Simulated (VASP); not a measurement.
Runs of VASP 6.6.1 on WSe. The structure is that of space group Fm-3m (No. 225), or close to it. The cells are those of the table. 

```tsv
cell	gap on the mesh (eV)	pressure (GPa)	moment (μB)
a = 4.060 Å, angles 60.0°, 2 atoms	none	-2.6	3.94
a = 4.291 Å, angles 60.0°, 2 atoms	none	-9.7	4.00
a = 4.191 Å, angles 60.0°, 2 atoms	none	-7.3	4.00
a = 3.769 Å, angles 60.0°, 2 atoms	none	(a)	3.37
a = 4.114 Å, angles 60.0°, 2 atoms	none	-4.6	3.99
a = 4.005 Å, angles 60.0°, 2 atoms	none	-0.2	(b)
a = 3.949 Å, angles 60.0°, 2 atoms	none	2.4	(c)
```

Alike in all rows: task single point; level PBE+U; potentials or basis VASP PAW PBE potentials, release 64 (W_sv, Se); spin collinear; W d U = 6.2 eV; k mesh 12 × 12 × 12; cutoff (eV) 520; smearing gaussian 0.1 eV.

Problem. Fill in the values left out.

Solution. (a) 16.8; (b) 3.87; (c) 3.74.

Caveats: spin-orbit coupling is left out, which moves the levels of the heavy elements; the cell stands under tension (at least some runs); the cell stands under pressure (at least some runs).

A k mesh can miss the band edges, and the runs leave out spin-orbit coupling on Se, W.

A gap of «none» marks levels without a gap at the run's occupations.
